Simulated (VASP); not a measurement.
Input of a VASP 6.6.1 run:

INCAR

```
PREC = Accurate
ENCUT = 520
EDIFF = 1E-6
ISMEAR = 0
SIGMA = 0.05
LREAL = F
LASPH = T
NELM = 100
ALGO = Normal
ISIF = 2
LWAVE = F
LCHARG = F
GGA = PE
NBANDS = 26
```

The input KPOINTS:

```
Automatic mesh
0
Gamma
  6 6 6
```

The input POSCAR:

```
MgO
1.0
    4.2538458108      0.0000000000      0.0000000000
    0.0000000000     -4.2538458108      0.0000000000
    0.0000000000      0.0000000000     -4.2538458108
Mg O
4 4
Direct
    0.0000000000      0.0000000000      0.0000000000
    0.5000000000      0.5000000000      0.0000000000
    0.5000000000      0.0000000000      0.5000000000
    0.0000000000      0.5000000000      0.5000000000
    0.4706148258      0.0000000000      0.0000000000
    0.0000000000      0.5000000000      0.0000000000
    0.0000000000      0.0000000000      0.5000000000
    0.5000000000      0.5000000000      0.5000000000
```

Potentials or basis: VASP PAW PBE potentials, release 64 (Mg, O).

Launch:

```sh
$ cat potpaw_PBE.64/Mg/POTCAR potpaw_PBE.64/O/POTCAR > POTCAR
$ mpirun -np 1 vasp_std > vasp.out
```

Q: Estimate the pressure.

A: -0.3 GPa.

Q: Predict the largest force.

A: 1.333 eV/Å.

Q: Estimate the band gap on the k mesh.

A: 4.42 eV.

Forces on the atoms (eV/Å):
```
Mg  -0.339  0.000  0.000
Mg  -0.180  0.000  0.000
Mg  -0.180  0.000  0.000
Mg   0.033  0.000  0.000
O    1.333  0.000  0.000
O   -0.363  0.000  0.000
O   -0.363  0.000  0.000
O    0.059  0.000  0.000
```

Caveat: the cell differs from its parent crystal (atom 5 (O) moved +0.125 Å towards its neighbour atom 1 (Mg) at 2.127 Å); forces of over 1 eV/Å act on the atoms, so gaps and moduli don't describe the material at rest.
